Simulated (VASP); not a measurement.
A run of VASP 6.6.1 is set up as follows.

INCAR

```
SYSTEM = LiH
  ALGO = Normal
  EDIFF = 1E-6
  ENCUT = 520
  GGA = PE
  ISIF = 2
  ISMEAR = 0
  LASPH = .True.
  LCHARG = .False.
  LREAL = .False.
  LWAVE = .False.
  NBANDS = 9
  NELM = 60
  PREC = Accurate
  SIGMA = 0.05
```

The input KPOINTS:

```
k-points
0
Gamma
  10 10 10
  0 0 0
```

POSCAR

```
LiH
1.0
    0.0000000000      1.8699000000      1.9512000000
    1.8699000000      0.0000000000      1.9512000000
    1.8699000000      1.8699000000      0.0000000000
Li H
1 1
Direct
    0.0000000000      0.0000000000      0.0000000000
    0.5000000000      0.5000000000      0.5000000000
```

Potentials or basis: VASP PAW PBE potentials, release 64 (Li_sv, H).

Command:

```bash
$ cat potpaw_PBE.64/Li_sv/POTCAR potpaw_PBE.64/H/POTCAR > POTCAR
$ mpirun -np 1 vasp_std > vasp.out
```

Problem. Predict the band gap on the k mesh.

Solution. 2.30 eV, indirect (least direct gap 2.65 eV).

Caveat: the cell differs from its parent crystal (strain -0.080 along x and y, -0.040 along z). A k mesh can miss the band edges.
